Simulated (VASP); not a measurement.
ZrNb2N3: single point with PBE

The system is ZrNb2N3.

```
Zr Nb N
1.0
     4.29091    0.00000    0.00000
    -2.14546    3.71604    0.00000
     0.00000    0.00000    5.27515
Zr Nb N
1 2 3
Direct
  0.00000 0.00000 0.50000
  0.66667 0.33333 0.00000
  0.33333 0.66667 0.00000
  0.33333 0.66667 0.61836
  0.33333 0.66667 0.38164
  0.00000 0.00000 0.00000
```

The cell was built from a structure type or drawn by symmetry, and may not be a known phase.

```yaml
Program: VASP 6.6.1
Task: single point
Functional: PBE
Potentials_or_basis: VASP PAW PBE potentials, release 64 (Zr_sv, Nb_sv, N)
Cutoff: 600 eV
k_mesh: 4 × 4 × 2
Occupations: gaussian, width 0.15 eV
Spin: no spin polarisation
```

```yaml
Pressure: 0.0 GPa
Largest_force: 0.265 eV/Å
Band_gap_on_the_k_mesh: zero (an odd number of electrons rules out a gap without spin polarisation)
```

Forces in eV/Å, atoms in the order of the input:
```
Zr   0.000  0.000  0.000
Nb   0.000  0.000  0.000
Nb   0.000  0.000  0.000
N    0.000  0.000  0.265
N    0.000  0.000 -0.265
N    0.000  0.000  0.000
```

Levels at points of the mesh, in eV from the Fermi level:
| k point | band 23 | band 24 | band 25 | band 26 | band 27 | band 28 | band 29 | band 30 |
| --- | --- | --- | --- | --- | --- | --- | --- | --- |
| (0.00, 0.00, 0.00) | -3.28 | -1.79 | -0.86 | -0.86 | -0.16 | 0.46 | 0.46 | 1.20 |
| (0.50, 0.00, 0.00) | -2.31 | -2.03 | -1.27 | -0.04 | 0.33 | 1.01 | 1.13 | 1.31 |
| (0.00, 0.00, 0.50) | -1.31 | -0.90 | -0.90 | -0.35 | -0.30 | 0.39 | 0.47 | 0.47 |
| (0.50, 0.00, 0.50) | -2.06 | -1.97 | -1.61 | -0.57 | 0.41 | 0.60 | 1.00 | 1.25 |

Wall time 36 s on 1 thread of AMD EPYC 7R13 Processor (Zen 3), on a shared host, peak memory 0.2 GiB.

Caveat: the k points lie up to 0.60 Å⁻¹ apart, too coarse for converged energies and pressures of a metal; the standard files for N, O and F lose accuracy on very short bonds.
